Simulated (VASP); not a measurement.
# CdSe (I-4m2) in VASP: notebook

Aim: see how the results for CdSe move with the level of theory and the settings. Levels: PBE, r2SCAN. Tasks: single point.

Everything below comes from runs of VASP 6.6.1. Logs are shortened: lines on timing, memory, paths and dates and some standing lists are left out, and cuts for length are marked.

## Step 1: The cell of the first run

The structure is tetragonal, space group I-4m2 (No. 119). The conventional cell has a = 4.512 Å, b = 4.512 Å, c = 5.755 Å, α = 90.00°, β = 90.00°, γ = 90.00°. Within 3.5 Å of Cd (site symmetry -4m2) lie 4 Se at 2.68 Å. Within 3.5 Å of Se (site symmetry -4m2) lie 4 Cd at 2.68 Å.

## Step 2: Single point, PBE (epitaxial xy strain +4.0%)

The input, INCAR:

```
SYSTEM = CdSe
ALGO = Normal
EDIFF = 1E-7
ENCUT = 520
GGA = PE
ISIF = 2
ISMEAR = -1
LASPH = .TRUE.
LCHARG = .FALSE.
LREAL = .FALSE.
LWAVE = .FALSE.
NBANDS = 16
NELM = 60
PREC = Accurate
SIGMA = 0.02
```

The input, KPOINTS:

```
k-points
0
G
  8 8 8
  0 0 0
```

The input, POSCAR:

```
CdSe
1.0
    0.0000000000      3.1904922036      2.8772840228
    3.1904922036      0.0000000000      2.8772840228
    3.1904922036      3.1904922036      0.0000000000
Cd Se
1 1
Direct
    0.0000000000      0.0000000000      0.0000000000
    0.2500000000      0.2500000000      0.2500000000
```

Potentials or basis: VASP PAW PBE potentials, release 64 (Cd, Se).

Started as:

```console
$ cat potpaw_PBE.64/Cd/POTCAR potpaw_PBE.64/Se/POTCAR > POTCAR
$ mpirun -np 1 vasp_std > vasp.out
```

OUTCAR:

```text
SYSTEM = CdSe
   EDIFF = 1E-7
   ENCUT = 520
   GGA = PE
   ISIF = 2
   ISMEAR = -1
   LASPH = .TRUE.
   LREAL = .FALSE.
   NELM = 60
   PREC = Accurate

 ion  position               nearest neighbor table
   1  0.000  0.000  0.000-   2 2.68   2 2.68   2 2.68   2 2.68
   2  0.250  0.250  0.250-   1 2.68   1 2.68   1 2.68   1 2.68

  LATTYP: Found a body centered tetragonal cell.
 ALAT       =     4.5120373450
 C/A-ratio  =     1.2753812980

  Lattice vectors:

 A1 = (   0.0000000000,  -3.1904922036,  -2.8772840228)
 A2 = (   0.0000000000,   3.1904922036,  -2.8772840228)
 A3 = (   3.1904922036,   0.0000000000,   2.8772840228)

Analysis of symmetry for initial positions (statically):
=====================================================================
 Subroutine PRICEL returns:
 Original cell was already a primitive cell.

 Routine SETGRP: Setting up the symmetry group for a
 body centered tetragonal supercell.

 Subroutine GETGRP returns: Found  8 space group operations
 (whereof  8 operations were pure point group operations)
 out of a pool of 16 trial point group operations.

The static configuration has the point symmetry D_2d.

Analysis of symmetry for dynamics (positions and initial velocities):
=====================================================================
 Subroutine PRICEL returns:
 Original cell was already a primitive cell.

 Routine SETGRP: Setting up the symmetry group for a
 body centered tetragonal supercell.

 Subroutine GETGRP returns: Found  8 space group operations
 (whereof  8 operations were pure point group operations)
 out of a pool of 16 trial point group operations.

The dynamic configuration has the point symmetry D_2d.

 Subroutine INISYM returns: Found  8 space group operations
 (whereof  8 operations are pure point group operations),
 and found     1 'primitive' translations

----------------------------------------------------------------------------------------

                                     Primitive cell

  volume of cell :      58.5771

  direct lattice vectors                    reciprocal lattice vectors
     0.000000000  3.190492204  2.877284023    -0.156715631  0.156715631  0.173774989
     3.190492204  0.000000000  2.877284023     0.156715631 -0.156715631  0.173774989
     3.190492204  3.190492204  0.000000000     0.156715631  0.156715631 -0.173774989

  length of vectors
     4.296277906  4.296277906  4.512037345     0.281633317  0.281633317  0.281633317

  position of ions in fractional coordinates (direct lattice)
     0.000000000  0.000000000  0.000000000
     0.250000000  0.250000000  0.250000000

  ion indices of the primitive-cell ions
   primitive index   ion index
                 1           1
                 2           2

----------------------------------------------------------------------------------------

 KPOINTS: k-points

Automatic generation of k-mesh.
 Grid dimensions read from file:
 generate k-points for:    8    8    8

 Generating k-lattice:

  Cartesian coordinates                     Fractional coordinates (reciprocal lattice)
    -0.019589454  0.019589454  0.021721874     0.125000000 -0.000000000  0.000000000
     0.019589454 -0.019589454  0.021721874    -0.000000000  0.125000000  0.000000000
     0.019589454  0.019589454 -0.021721874     0.000000000  0.000000000  0.125000000

  Length of vectors
     0.035204165  0.035204165  0.035204165

  Shift w.r.t. Gamma in fractional coordinates (k-lattice)
     0.000000000  0.000000000  0.000000000

 Subroutine IBZKPT returns following result:
 ===========================================

 Found     59 irreducible k-points:

 Following reciprocal coordinates:
            Coordinates               Weight
  0.000000  0.000000  0.000000      1.000000
  0.125000  0.000000  0.000000      8.000000
  0.250000  0.000000  0.000000      8.000000
  0.375000  0.000000  0.000000      8.000000
  0.500000  0.000000  0.000000      4.000000
  0.125000  0.125000  0.000000      2.000000
[... 16 lines left out ...]
  0.250000  0.000000  0.125000     16.000000
  0.375000  0.000000  0.125000     16.000000
 [... further k-points ...]
   k-points           NKPTS =     59   k-points in BZ     NKDIM =     59   number of bands    NBANDS=     16
   number of dos      NEDOS =    301   number of ions     NIONS =      2
   total plane-waves  NPLWV =  36864
   dimension x,y,z NGX =    32 NGY =   32 NGZ =   36
   dimension x,y,z NGXF=    64 NGYF=   64 NGZF=   72
   ions per type =               1   1
   NGX,Y,Z   is equivalent  to a cutoff of  12.38, 12.38, 13.26 a.u.
   NGXF,Y,Z  is equivalent  to a cutoff of  24.77, 24.77, 26.53 a.u.
 SYSTEM =  CdSe
   PREC   = accura    normal or accurate (medium, high low for compatibility)
   ISTART =      0    job   : 0-new  1-cont  2-samecut
   ICHARG =      2    charge: 1-file 2-atom 10-const
   ISPIN  =      1    spin polarized calculation?
   LNONCOLLINEAR =      F non collinear calculations
   LSORBIT =      F    spin-orbit coupling
   LASPH  =      T    aspherical Exc in radial PAW
   ENCUT  =  520.0 eV  38.22 Ry    6.18 a.u.   7.99  7.99  8.39*2*pi/ulx,y,z
   NELM   =     60;   NELMIN=  2; NELMDL= -5     # of ELM steps
   EDIFF  = 0.1E-06   stopping-criterion for ELM
   LREAL  =      F    real-space projection
   EDIFFG = 0.1E-05   stopping-criterion for IOM
   NSW    =      0    number of steps for IOM
   IBRION =     -1    ionic relax: 0-MD 1-quasi-New 2-CG
   NFREE  =      0    steps in history (QN), initial steepest desc. (CG)
   ISIF   =      2    stress and relaxation
   ISYM   =      2    0-nonsym 1-usesym 2-fastsym
   POTIM  = 0.5000    time-step for ionic-motion
   TEBEG  =    0.0;   TEEND  =   0.0 temperature during run
   PSTRESS=    0.0 pullay stress
   NELECT =      18.0000    total number of electrons
   NUPDOWN=      -1.0000    fix difference up-down
   EMIN   =  10.00;   EMAX   =-10.00  energy-range for DOS
   EFERMI =   0.00;   METHOD = LEGACY
   ISMEAR =    -1;   SIGMA  =   0.02  broadening in eV -4-tet -1-fermi 0-gaus
   EFERMI_NEDOS =   21; number of points for ismear=-14 and -15
   IALGO  =     38    algorithm
   IMIX   =      4    mixing-type and parameters
     AMIX     =   0.40;   BMIX     =  1.00
     AMIX_MAG =   1.60;   BMIX_MAG =  1.00
  volume/ion in A,a.u.               =      29.29       197.65
  Fermi-wavevector in a.u.,A,eV,Ry     =   1.104730  2.087638 16.604948  1.220429
  Thomas-Fermi vector in A             =   2.241207
   LORBIT       =      0    0 simple, 1 ext, 2 COOP (PROOUT), +10 PAW based schemes
   GGA     = PE    functional components
   LHFCALC =     F    Hartree Fock is set to
   AEXX    =    0.0000 exact exchange contribution
   IVDW    =     0    specifies the selected vdW correction
   LEPSILON=     F    determine dielectric tensor
   LRPA    =     F    only Hartree local field effects (RPA)
 non-spin polarized calculation
  energy-cutoff  :      520.00
  volume of cell :       58.58
 maximum number of plane-waves:      1602
   NGX = 15   NGY = 15   NGZ = 17

 number of electron      18.0000001 magnetization

 Free energy of the ion-electron system (eV)
  ---------------------------------------------------
  ext. energy  EPLUGINS =         0.00000000
  ---------------------------------------------------
  free energy    TOTEN  =        -5.47720135 eV

  energy without entropy =       -5.47720100  energy(sigma->0) =       -5.47720117

 E-fermi :   0.9507     XC(G=0):  -8.7133

 val. band max:        0.7838457412   @ k =   0.0000   0.0000   0.0000
 cond. band min:       1.1174907323   @ k =   0.0000   0.0000   0.0000
 fundamental gap:      0.3336449911
 Fermi energy:         0.9506806133

 k-point     1 :       0.0000    0.0000    0.0000
  band No.  band energies     occupation
      1     -11.7300      2.00000
      2      -7.1847      2.00000
      3      -7.1847      2.00000
      4      -7.1475      2.00000
      5      -6.8620      2.00000
      6      -6.8402      2.00000
[... 8 lines left out ...]
     15      10.9024      0.00000
     16      11.9352      0.00000

 k-point     2 :       0.1250    0.0000    0.0000
  band No.  band energies     occupation
      1     -11.6805      2.00000
      2      -7.1704      2.00000
      3      -7.1561      2.00000
      4      -7.1181      2.00000
      5      -6.8600      2.00000
      6      -6.8423      2.00000
[... 8 lines left out ...]
     15      10.6859      0.00000
     16      11.3374      0.00000

 k-point     3 :       0.2500    0.0000    0.0000
  band No.  band energies     occupation
      1     -11.5595      2.00000
      2      -7.1406      2.00000
      3      -7.1130      2.00000
      4      -6.9864      2.00000
      5      -6.8488      2.00000
      6      -6.8415      2.00000
[... 8 lines left out ...]
     15      10.4985      0.00000
     16      11.4475      0.00000

 k-point     4 :       0.3750    0.0000    0.0000
  band No.  band energies     occupation
      1     -11.4372      2.00000
      2      -7.1195      2.00000
      3      -7.0817      2.00000
      4      -6.8587      2.00000
      5      -6.8269      2.00000
      6      -6.7327      2.00000
[... 8 lines left out ...]
     15      11.6370      0.00000
     16      11.6546      0.00000

 k-point     5 :       0.5000    0.0000    0.0000
  band No.  band energies     occupation
      1     -11.3862      2.00000
      2      -7.1134      2.00000
      3      -7.0710      2.00000
      4      -6.8498      2.00000
      5      -6.8145      2.00000
      6      -6.5922      2.00000
[... 8 lines left out ...]
     15      12.2051      0.00000
     16      13.0179      0.00000

 k-point     6 :       0.1250    0.1250    0.0000
  band No.  band energies     occupation
      1     -11.6577      2.00000
      2      -7.1556      2.00000
      3      -7.1556      2.00000
      4      -7.1112      2.00000
      5      -6.8511      2.00000
      6      -6.8448      2.00000
[... 8 lines left out ...]
     15      11.0776      0.00000
     16      11.8524      0.00000

 k-point     7 :       0.2500    0.1250    0.0000
  band No.  band energies     occupation
      1     -11.5570      2.00000
      2      -7.1221      2.00000
      3      -7.1212      2.00000
      4      -7.0268      2.00000
      5      -6.8378      2.00000
      6      -6.8358      2.00000
[... 8 lines left out ...]
     15      11.2209      0.00000
     16      11.9527      0.00000

 k-point     8 :       0.3750    0.1250    0.0000
  band No.  band energies     occupation
      1     -11.4363      2.00000
      2      -7.0963      2.00000
      3      -7.0866      2.00000
      4      -6.9184      2.00000
      5      -6.8195      2.00000
      6      -6.7315      2.00000
[... 8 lines left out ...]
     15      11.8648      0.00000
     16      12.1626      0.00000

 k-point     9 :       0.5000    0.1250    0.0000
  band No.  band energies     occupation
      1     -11.3669      2.00000
      2      -7.0887      2.00000
      3      -7.0658      2.00000
      4      -6.8771      2.00000
      5      -6.8134      2.00000
      6      -6.5665      2.00000
[... 8 lines left out ...]
     15      12.2556      0.00000
     16      12.9555      0.00000
[... 172 lines left out ...]
 k-point    19 :       0.5000    0.3750    0.0000
  band No.  band energies     occupation
      1     -11.2738      2.00000
      2      -7.0246      2.00000
      3      -6.9719      2.00000
      4      -6.9592      2.00000
      5      -6.7964      2.00000
      6      -6.4603      2.00000
[... 8 lines left out ...]
     15      12.8981      0.00000
     16      13.5128      0.00000

 k-point    20 :      -0.3750    0.3750    0.0000
  band No.  band energies     occupation
      1     -11.2746      2.00000
      2      -7.0284      2.00000
      3      -6.9896      2.00000
      4      -6.9311      2.00000
      5      -6.8135      2.00000
      6      -6.4146      2.00000
[... 8 lines left out ...]
     15      11.8153      0.00000
     16      14.5528      0.00000

 k-point    21 :       0.5000    0.5000    0.0000
  band No.  band energies     occupation
      1     -11.2546      2.00000
      2      -7.0314      2.00000
      3      -6.9506      2.00000
      4      -6.9506      2.00000
      5      -6.7878      2.00000
      6      -6.4363      2.00000
[... 8 lines left out ...]
     15      12.7623      0.00000
     16      13.5972      0.00000

 k-point    22 :       0.1250    0.0000    0.1250
  band No.  band energies     occupation
      1     -11.6672      2.00000
      2      -7.1569      2.00000
      3      -7.1452      2.00000
      4      -7.1177      2.00000
      5      -6.8677      2.00000
      6      -6.8383      2.00000
[... 8 lines left out ...]
     15      11.1717      0.00000
     16      11.7380      0.00000

 k-point    23 :       0.2500    0.0000    0.1250
  band No.  band energies     occupation
      1     -11.5723      2.00000
      2      -7.1334      2.00000
      3      -7.0957      2.00000
      4      -7.0299      2.00000
      5      -6.8699      2.00000
      6      -6.8323      2.00000
[... 8 lines left out ...]
     15      11.2272      0.00000
     16      12.3939      0.00000

 k-point    24 :       0.3750    0.0000    0.1250
  band No.  band energies     occupation
      1     -11.4503      2.00000
      2      -7.1123      2.00000
      3      -7.0627      2.00000
      4      -6.8765      2.00000
      5      -6.8494      2.00000
      6      -6.7767      2.00000
[... 8 lines left out ...]
     15      11.3697      0.00000
     16      12.3887      0.00000

 [... further k-points ...]
[... 5 lines left out ...]
  --------------------------------------------------------------------------------------
  -------------------------------------------------------------------------------------
  Total        0.0978471      0.0978471      0.6049503      0.0000000     -0.0000000     -0.0000000
  in kB        2.6762732      2.6762732     16.5463479      0.0000000     -0.0000000     -0.0000000
  external PRESSURE =       7.2996314 kB  Pullay stress =       0.0000000 kB

 VOLUME and BASIS-vectors are now :
 -----------------------------------------------------------------------------
  energy-cutoff  :      520.00
  volume of cell :       58.58
      direct lattice vectors                 reciprocal lattice vectors
     0.000000000  3.190492204  2.877284023    -0.156715631  0.156715631  0.173774989
     3.190492204  0.000000000  2.877284023     0.156715631 -0.156715631  0.173774989
     3.190492204  3.190492204  0.000000000     0.156715631  0.156715631 -0.173774989

 POSITION                                       TOTAL-FORCE (eV/Angst)
 -----------------------------------------------------------------------------------
      0.00000      0.00000      0.00000         0.000000      0.000000      0.000000
      1.59525      1.59525      1.43864         0.000000     -0.000000     -0.000000
 -----------------------------------------------------------------------------------
    total drift:                               -0.000001     -0.000001      0.000001

  FREE ENERGIE OF THE ION-ELECTRON SYSTEM (eV)
  ---------------------------------------------------
  free  energy   TOTEN  =        -5.4772013453 eV

  energy  without entropy=       -5.4772009969  energy(sigma->0) =       -5.47720117
```

Run time: 55 s. Hardware: 1 thread of Intel Xeon Platinum 8488C (Sapphire Rapids), shared host; peak memory 0.21 GiB.

What came out:

```yaml
Free_energy: -5.4772 eV
Pressure: 0.7 GPa
Band_gap_on_the_k_mesh: 0.33 eV, direct
```

Levels at points of the mesh, in eV from the valence-band top:
```tsv
k point	band 7	band 8	band 9	band 10	band 11	band 12
(0.00, 0.00, 0.00)	-0.26	-0.26	0.00	0.33	5.81	5.84
(0.50, 0.00, 0.00)	-4.29	-1.05	-0.65	2.11	5.95	6.69
(0.50, 0.50, 0.00)	-3.67	-2.13	-2.13	2.90	2.99	9.34
(0.50, 0.00, 0.50)	-4.21	-1.78	-1.63	3.16	3.85	8.43
```

Caveat: the cell differs from its parent crystal (epitaxial xy strain +4.0%).

(Part 1 of 2 ends here.)
